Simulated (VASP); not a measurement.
Write the native input for VASP 6.6.1 that does the following.

```yaml
Task: single point
Functional: PBE
Potentials_or_basis: VASP PAW PBE potentials, release 64 (Na_pv)
Cutoff: 520 eV
k_mesh: 18 × 18 × 18
Occupations: gaussian, width 0.15 eV
Spin: no spin polarisation
Dipole_correction: no
Further_INCAR_settings: ALGO = Fast; EDIFF = 1e-06; NBANDS = 10
```

The structure of Na lies in POSCAR:

```
Na
1.0
   -1.8598008717      2.1254867106      2.1254867106
    2.1254867106     -1.8598008717      2.1254867106
    2.1254867106      2.1254867106     -1.8598008717
Na
1
Direct
    0.0000000000      0.0000000000      0.0000000000
```

This cell differs from its parent crystal: ratio of the length along [111] to the lengths across it x 1.2, volume and fractional coordinates fixed.

The input as run:

INCAR

```
SYSTEM = Na
ALGO     = Fast           ! electronic algorithm
EDIFF    = 1E-6           ! SCF threshold, eV
ENCUT    = 520            ! plane-wave cutoff, eV
GGA      = PE             ! functional
ISIF     = 2              ! what is computed and relaxed
ISMEAR   = 0              ! smearing method
LASPH    = .TRUE.         ! aspherical terms in the spheres
LCHARG   = .TRUE.         ! write CHGCAR
LELF     = .TRUE.         ! ELF
LREAL    = .FALSE.        ! projectors in reciprocal space
LVHAR    = .TRUE.       
LWAVE    = .FALSE.        ! write WAVECAR
NBANDS   = 10             ! bands
NELM     = 100            ! most SCF steps
PREC     = Accurate       ! precision mode
SIGMA    = 0.15           ! smearing width, eV
```

KPOINTS

```
k-points
0
G
  18 18 18
  0 0 0
```

Potentials or basis: VASP PAW PBE potentials, release 64 (Na_pv).

Launch:

```sh
$ cat potpaw_PBE.64/Na_pv/POTCAR > POTCAR
$ mpirun -np 1 vasp_std > vasp.out
```

It gave:

```
Pressure : -0.2 GPa
```

Wall time 3 min on 1 thread of Intel(R) Xeon(R) Platinum 8375C CPU @ 2.90GHz (Ice Lake) (shared host), peak memory 0.29 GiB.
